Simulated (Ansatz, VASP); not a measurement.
C in VASP and in Ansatz

```xyz
2
Lattice="0.0000 2.0461 1.7349 1.5164 0.0000 1.7349 1.5164 2.0461 0.0000" Properties=species:S:1:pos:R:3 pbc="T T T"
C     1.5164    2.0461    1.7349
C     2.2745    3.0691    2.6023
```

Change from the starting cell: strain +e along x and -e along y -0.1500, strain +e along z and -e/2 along x and y -0.0175.

Alike in both runs: task single point; functional LDA; k mesh 12 × 12 × 12; occupations gaussian, width 0.05 eV; no spin polarisation.

```csv
,VASP,Ansatz
version,VASP 6.6.1,Ansatz 0.2.0
potentials or method,"VASP PAW LDA potentials, release 64 (C), cutoff 520 eV","scalar-relativistic, plane waves, PAW"
valence electrons in the cell,8,8
```

Ansatz gave:

* gap on the k mesh at the Fermi level (eV): none
* pressure (GPa): 12.5
* traceless stress, the component that is largest in VASP (GPa): -173.11

Task: Which values does VASP return?

Result: gap on the k mesh at the Fermi level (eV): none; pressure (GPa): 14.1; traceless stress, the component that is largest in VASP (GPa): -172.75.

Ansatz warns that its potentials were made for another functional, while VASP's fit it. LDA's correlation is that of Perdew and Zunger in VASP and of Perdew and Wang (1992) in Ansatz. A gap of «none» marks a metal or a gap that the smearing closes.
